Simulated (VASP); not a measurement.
A run of VASP 6.6.1 is set up as follows.

File INCAR:

```
SYSTEM = WSe2
PREC = Accurate ; ENCUT = 520
EDIFF = 1E-6 ; ISMEAR = 0
SIGMA = 0.05 ; LREAL = .FALSE.
LASPH = .TRUE. ; NELM = 80
ALGO = Normal ; ISIF = 2
LWAVE = .FALSE. ; LCHARG = .TRUE.
GGA = PE ; IVDW = 12
LELF = .TRUE. ; LVHAR = .TRUE.
NBANDS = 35
```

File KPOINTS:

```
Automatic mesh
0
G
  9 9 2
  0 0 0
```

POSCAR

```
WSe2
1.0
   -3.2789854852      0.0000000000      0.0000000000
   -1.6394927426     -2.8396847288      0.0000000000
    0.0000000000      0.0000000000     14.0112373504
W Se
2 4
Direct
    0.0000000000      0.0000000000      0.0000000000
    0.0000000000      0.0000000000      0.5000000000
    0.3333333333      0.3333333333      0.1202764262
    0.3333333333      0.3333333333      0.6202764262
    0.3333333333      0.3333333333      0.3797235738
    0.3333333333      0.3333333333      0.8797235738
```

Potentials or basis: VASP PAW PBE potentials, release 64 (W_sv, Se).

Run with:

```bash
$ cat potpaw_PBE.64/W_sv/POTCAR potpaw_PBE.64/Se/POTCAR > POTCAR
$ mpirun -np 1 vasp_std > vasp.out
```

Problem. What does it give for the band gap on the k mesh?

Solution. 1.33 eV.

Problem. Estimate the pressure.

Solution. 0.3 GPa.

Problem. Predict the largest force.

Solution. 0.048 eV/Å.

Problem. What does it give for the dispersion energy per atom?

Solution. -0.432 eV.

Stress tensor (GPa, compression positive):
```
0.26 0.00 0.00
0.00 0.26 0.00
0.00 0.00 0.39
```

Caveat: spin-orbit coupling is left out, which moves the levels of the heavy elements. A k mesh can miss the band edges.
